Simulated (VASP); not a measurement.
A run of VASP 6.6.1:

The input INCAR:

```
ALGO = Normal ; EDIFF = 1E-6
ENCUT = 520 ; GGA = PE
ISIF = 2 ; ISMEAR = -1
LASPH = T ; LCHARG = T
LELF = T ; LREAL = F
LVHAR = T ; LWAVE = F
NBANDS = 16 ; NELM = 80
PREC = Accurate ; SIGMA = 0.03
```

The input KPOINTS:

```
k-points
0
Gamma
  8 8 8
```

File POSCAR:

```
ZnSe
1.0
    0.0000000000      2.8432146871      2.8432146871
    2.8432146871      0.0000000000      2.8432146871
    2.8432146871      2.8432146871      0.0000000000
Zn Se
1 1
Direct
    0.0000000000      0.0000000000      0.0000000000
    0.7500000000      0.7500000000      0.7500000000
```

Potentials or basis: VASP PAW PBE potentials, release 64 (Zn, Se).

Run with:

```console
$ cat potpaw_PBE.64/Zn/POTCAR potpaw_PBE.64/Se/POTCAR > POTCAR
$ mpirun -np 1 vasp_std > vasp.out
```

Hardware: 1 thread of AMD EPYC 9R45 (Zen 5), on a shared host.

**Question.** How long does it take, and how much memory?

**Answer.** Run time: 10 s on 1 thread of AMD EPYC 9R45 (Zen 5), on a shared host, peak memory 0.14 GiB. Counts: scf iterations 13, k points 29.
